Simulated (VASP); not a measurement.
The system is CoPdO2.

```
Pd Co O
1.0
     1.43169    0.82659    5.95777
    -1.43169    0.82659    5.95777
     0.00000   -1.65317    5.95777
Pd Co O
1 1 2
Direct
  0.00000 0.00000 0.00000
  0.50000 0.50000 0.50000
  0.11248 0.11248 0.11248
  0.88752 0.88752 0.88752
```

Base run:

```yaml
Program: VASP 6.6.1
Functional: PBE
Potentials_or_basis: VASP PAW PBE potentials, release 64 (Pd_sv_GW, Co_sv, O)
Cutoff: 700 eV
k_mesh: 9 × 9 × 9
Occupations: fermi-dirac, width 0.05 eV
Spin: collinear spin, ferromagnetic start
Starting_moments: "[0.0, 0.5, 0.0, 0.0] μB"
Fixed_moment: 0.5 μB
```

Its results: pressure 0.2 GPa; site moments Pd +0.23; Co +0.23; O +0.01 μB; largest force 0.251 eV/Å.

**Question.** The run is repeated on the same cell with these changes: fixed moment from 0.5 μB to 4 μB; moments at the start from [0.0, 0.5, 0.0, 0.0] to [0.0, 4.0, 0.0, 0.0]. What comes out?

**Answer.** Pressure 19.3 GPa; site moments Pd +0.43; Co +2.70; O +0.33 μB; largest force 2.252 eV/Å.

Caveats: the total moment is fixed, so each spin has its own Fermi level and the state may be an excited one; a cell with one magnetic atom can't hold antiferromagnetic order, which such compounds often take; the cell stands under pressure (at least some runs); forces of over 1 eV/Å act on the atoms, so gaps and moduli don't describe the material at rest (at least some runs).
